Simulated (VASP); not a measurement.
Wanted: the native input for a VASP 6.6.1 run.

```
Task                   : single point
Functional             : PBE
Potentials or basis    : VASP PAW PBE potentials, release 64 (Sc_sv, F)
Cutoff                 : 520 eV
k mesh                 : 5 × 5 × 4
Occupations            : gaussian, width 0.2 eV
Spin                   : no spin polarisation
Dipole correction      : no
Further INCAR settings : ALGO = Normal; EDIFF = 1e-06; NBANDS = 26
```

The structure of ScF lies in POSCAR:

```
ScF
1.0
    3.5012640464      0.0000000000      0.0000000000
    0.0000000000      3.5012640464      0.0000000000
    0.0000000000      0.0000000000      5.1799383539
Sc F
2 2
Direct
    0.5000000000      0.0000000000      0.7290467057
    0.0000000000      0.5000000000      0.2709532943
    0.5000000000      0.5000000000      0.0000000000
    0.0000000000      0.0000000000      0.0000000000
```

One way to write it, as run:

INCAR

```
SYSTEM = ScF
ALGO = Normal ; EDIFF = 1E-6
ENCUT = 520 ; GGA = PE
ISIF = 2 ; ISMEAR = 0
LASPH = .True. ; LCHARG = .False.
LREAL = .False. ; LWAVE = .False.
NBANDS = 26 ; NELM = 60
PREC = Accurate ; SIGMA = 0.2
```

KPOINTS

```
k-points
0
Gamma
  5 5 4
  0 0 0
```

Potentials or basis: VASP PAW PBE potentials, release 64 (Sc_sv, F).

Launch:

```console
$ cat potpaw_PBE.64/Sc_sv/POTCAR potpaw_PBE.64/F/POTCAR > POTCAR
$ mpirun -np 1 vasp_std > vasp.out
```

It gave:

```yaml
Pressure: 0.3 GPa
Largest_force: 0.066 eV/Å
Band_gap_on_the_k_mesh: zero (band 18 reaches 4.61 eV, above the bottom of band 19 at 4.43 eV)
```

It took 43 s on 1 thread of AMD EPYC 7R13 (shared host), peak memory 0.15 GiB.
